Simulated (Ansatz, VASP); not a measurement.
**One calculation of NaF, two programs**

File POSCAR:

```
NaF
1.0
    0.0000000000      2.5236000000      2.5236000000
    2.5236000000      0.0000000000      2.5236000000
    2.5236000000      2.5236000000      0.0000000000
Na F
1 1
Direct
    0.0000000000      0.0000000000      0.0000000000
    0.2500000000      0.2500000000      0.2500000000
```

Contents of INCAR.step1:

```
SYSTEM = NaF
PREC = Accurate
ENCUT = 660
ISMEAR = 0
SIGMA = 0.02
LREAL = .False.
LASPH = .True.
NELM = 120
NBANDS = 14
GGA = PE
ALGO = Normal
EDIFF = 1E-5
LWAVE = .True.
LCHARG = .False.
GGA_COMPAT = .False.
```

INCAR.step2

```
SYSTEM = NaF
PREC = Accurate
ENCUT = 660
EDIFF = 1E-6
ISMEAR = 0
SIGMA = 0.02
LREAL = .False.
LASPH = .True.
NELM = 120
ALGO = Normal
ISIF = 2
LWAVE = .False.
LCHARG = .True.
METAGGA = R2SCAN
LMIXTAU = .True.
IVDW = 12
VDW_S6 = 1.0
VDW_S8 = 0.78981345
VDW_A1 = 0.49484001
VDW_A2 = 5.73083694
LELF = .True.
LVHAR = .True.
NBANDS = 14
ISTART = 1
GGA_COMPAT = .False.
```

KPOINTS

```
Automatic mesh
0
Gamma
  8 8 8
  0 0 0
```

Input for Ansatz:

```yaml
crystal:
  lattice:
    - [0.0, 2.5236, 2.5236]
    - [2.5236, 0.0, 2.5236]
    - [2.5236, 2.5236, 0.0]
  atoms:
    - { symbol: Na, position: [0.0, 0.0, 0.0] }
    - { symbol: F, position: [0.25, 0.25, 0.25] }
basis:
  ecutwfc: 500
kpoints:
  mp_grid: { grid: [8, 8, 8] }
hamiltonian:
  xc: r2scan
  dispersion: d3bj
scf:
  occupations: { method: gaussian, width: 0.02 }
output:
  forces: true
  stress: true
  eigenvalues: true
```

Alike in both runs: task single point; functional r2SCAN; dispersion D3(BJ); k mesh 8 × 8 × 8; occupations gaussian, width 0.02 eV; no spin polarisation.

|  | VASP | Ansatz |
| --- | --- | --- |
| version | VASP 6.6.1 | Ansatz 0.2.0 |
| potentials or method | VASP PAW PBE potentials, release 64 (Na_pv, F), cutoff 660 eV | scalar-relativistic, plane waves, PAW |
| valence electrons in the cell | 14 | 16 |

Ansatz gave:

| Property | Result |
| --- | --- |
| gap on the k mesh at the Fermi level (eV) | 6.29 |
| least direct gap on the mesh (eV) | 6.29 |
| pressure (GPa) | -0.3 |

**Question.** Estimate VASP's values.

**Answer.** gap on the k mesh at the Fermi level (eV): 6.31; least direct gap on the mesh (eV): 6.31; pressure (GPa): -0.8.

VASP's potentials were made for PBE, not for r2SCAN. VASP's potentials hold 14 valence electrons a cell and Ansatz's 16, so a difference there can come from the potentials and not from the codes. Ansatz's warnings: dispersion damping borrowed.
